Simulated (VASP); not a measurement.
Set up this calculation in VASP 6.6.1, as the native input.

* Task: single point
* Functional: PBEsol
* Potentials or basis: VASP PAW PBE potentials, release 64 (Pb_d, S)
* Cutoff: 520 eV
* k mesh: 8 × 8 × 8
* Occupations: fermi-dirac, width 0.02 eV
* Spin: no spin polarisation
* Dipole correction: no
* Further INCAR settings: ALGO = Normal; EDIFF = 1e-06; NBANDS = 17

The structure of PbS (Galena) lies in POSCAR:

```
PbS
1.0
    0.0000000000      2.9516279652      2.9516279652
    2.9516279652      0.0000000000      2.9516279652
    2.9516279652      2.9516279652      0.0000000000
Pb S
1 1
Direct
    0.0000000000      0.0000000000      0.0000000000
    0.5000000000      0.5000000000      0.5000000000
```

The input as run:

INCAR

```
PREC     = Accurate       # precision mode
ENCUT    = 520            # plane-wave cutoff, eV
EDIFF    = 1E-6           # SCF threshold, eV
ISMEAR   = -1             # smearing method
SIGMA    = 0.02           # smearing width, eV
LREAL    = F              # projectors in reciprocal space
LASPH    = T              # aspherical terms in the spheres
NELM     = 100            # most SCF steps
ALGO     = Normal         # electronic algorithm
ISIF     = 2              # what is computed and relaxed
LWAVE    = F              # write WAVECAR
LCHARG   = T              # write CHGCAR
GGA      = PS             # functional
LELF     = T              # ELF
LVHAR    = T            
NBANDS   = 17             # bands
```

KPOINTS

```
Automatic mesh
0
Gamma
  8 8 8
```

Potentials or basis: VASP PAW PBE potentials, release 64 (Pb_d, S).

Run with:

```console
$ cat potpaw_PBE.64/Pb_d/POTCAR potpaw_PBE.64/S/POTCAR > POTCAR
$ mpirun -np 1 vasp_std > vasp.out
```

Results of the run:

```
Pressure               : -0.1 GPa
Band gap on the k mesh : 0.20 eV, direct
```

Caveat: the PAW data sets were made with another functional, which shifts forces and pressure a little; spin-orbit coupling is left out, which moves the levels of the heavy elements.

Run time: 14 s on 1 thread of Intel(R) Xeon(R) Platinum 8488C (Sapphire Rapids), on a shared host, peak memory 0.18 GiB.
